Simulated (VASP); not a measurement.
**Ni: single point with PBE**

Ni, a sheet with vacuum:

```
Ni
1.0
     2.25992    0.00000    0.00000
     0.00000    2.25992    0.00000
     0.00000    0.00000   23.80000
Ni
1
Direct
  0.00000 0.00000 0.29412
```

```
Program             : VASP 6.6.1
Task                : single point
Functional          : PBE
Potentials or basis : VASP PAW PBE potentials, release 64 (Ni)
Cutoff              : 520 eV
k mesh              : 24 × 24 × 1
Occupations         : gaussian, width 0.1 eV
Spin                : collinear spin, ferromagnetic start
Starting moments    : [1.02] μB
```

```json
{"Net moment": "0.86 μB per cell", "Site moments": "Ni +0.88 μB", "Valence electrons inside the program's atomic spheres": "Ni 9.16"}
```

Levels at points of the mesh, in eV from the Fermi level:
Spin up:
```
           k point  band 3  band 4  band 5  band 6  band 7  band 8
(0.00, 0.00, 0.00)   -1.97   -0.87   -0.87   -0.60    0.79    4.86
(0.50, 0.00, 0.00)   -1.68   -0.95   -0.70    1.44    5.48    7.82
(0.50, 0.50, 0.00)   -2.35   -0.60    0.41    8.40    8.40   13.44
```
Spin down:
```tsv
k point	band 1	band 2	band 3	band 4	band 5	band 6	band 7	band 8	band 9	band 10
(0.00, 0.00, 0.00)	-5.76	-3.21	-1.54	0.29	0.29	0.58	0.75	4.82	5.28	5.36
(0.50, 0.00, 0.00)	-2.88	-2.08	-0.57	-0.40	0.47	1.43	5.82	7.83	10.25	11.80
(0.50, 0.50, 0.00)	-3.54	-1.32	-1.32	-0.01	1.20	8.49	8.49	13.64	14.55	15.12
```

Run time: 3.8 min on 1 thread of Intel(R) Xeon(R) 6975P-C (Granite Rapids) (shared host), peak memory 0.43 GiB.
